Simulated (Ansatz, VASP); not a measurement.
**Al2OsN3: VASP beside Ansatz**

INCAR

```
  PREC = Accurate
  ENCUT = 600
  EDIFF = 1E-6
  ISMEAR = 0
  SIGMA = 0.1
  LREAL = F
  LASPH = T
  NELM = 80
  ALGO = Normal
  ISIF = 3
  LWAVE = F
  LCHARG = F
  GGA = PE
  IBRION = 2
  NSW = 100
  EDIFFG = -0.01
```

KPOINTS

```
Automatic mesh
0
Gamma
  12 12 12
```

Contents of POSCAR:

```
Al2OsN3
1.0
    2.7828677135      1.6066894235      2.5233914146
   -2.7828677135      1.6066894235      2.5233914146
    0.0000000000     -3.2133788470      2.5233914146
Al Os N
2 1 3
Direct
    0.6721594063      0.6721594063      0.6721594063
    0.3278405937      0.3278405937      0.3278405937
    0.0000000000      0.0000000000      0.0000000000
    0.5000000000      0.0000000000      0.0000000000
    0.0000000000      0.5000000000      0.0000000000
    0.0000000000      0.0000000000      0.5000000000
```

Input for Ansatz:

```yaml
crystal:
  lattice:
    - [2.7828677135, 1.6066894235, 2.5233914146]
    - [-2.7828677135, 1.6066894235, 2.5233914146]
    - [0.0, -3.213378847, 2.5233914146]
  atoms:
    - { symbol: Al, position: [0.6721594063, 0.6721594063, 0.6721594063] }
    - { symbol: Al, position: [0.3278405937, 0.3278405937, 0.3278405937] }
    - { symbol: Os, position: [0.0, 0.0, 0.0] }
    - { symbol: "N", position: [0.5, 0.0, 0.0] }
    - { symbol: "N", position: [0.0, 0.5, 0.0] }
    - { symbol: "N", position: [0.0, 0.0, 0.5] }
basis:
  ecutwfc: 420
kpoints:
  mp_grid: { grid: [12, 12, 12] }
hamiltonian:
  xc: pbe
scf:
  occupations: { method: gaussian, width: 0.1 }
output:
  forces: true
  stress: true
  eigenvalues: true
relax:
  adjacent_minimum: "off"
  f_tol: 0.01
  max_steps: 80
  cell: { stress_tol: 0.05 }
```

Change from the starting cell: species swapped into the Ce2AlFe3 type (R-3m, No. 166).

Alike in both runs: task relaxation of cell and atoms; functional PBE; k mesh 12 × 12 × 12; occupations gaussian, width 0.1 eV; no spin polarisation.

|  | VASP | Ansatz |
| --- | --- | --- |
| version | VASP 6.6.1 | Ansatz 0.2.0 |
| potentials or method | VASP PAW PBE potentials, release 64 (Al, Os, N), cutoff 600 eV | scalar-relativistic, plane waves, PAW |
| valence electrons in the cell | 29 | 37 |

|  | VASP | Ansatz | Ansatz less VASP |
| --- | --- | --- | --- |
| gap on the k mesh at the Fermi level, each at its own relaxed structure (eV) | none | none | - |
| relaxed volume (Å³/atom) | 11.36 | 11.29 | -0.071 |
| relaxed length of the cell vector where the two differ most in proportion (Å) | 4.095 | 4.086 | -0.0085 |

A gap of «none» marks a metal or a gap that the smearing closes. VASP's potentials hold 29 valence electrons a cell and Ansatz's 37, so a difference there can come from the potentials and not from the codes.

Spin-orbit coupling is off throughout.
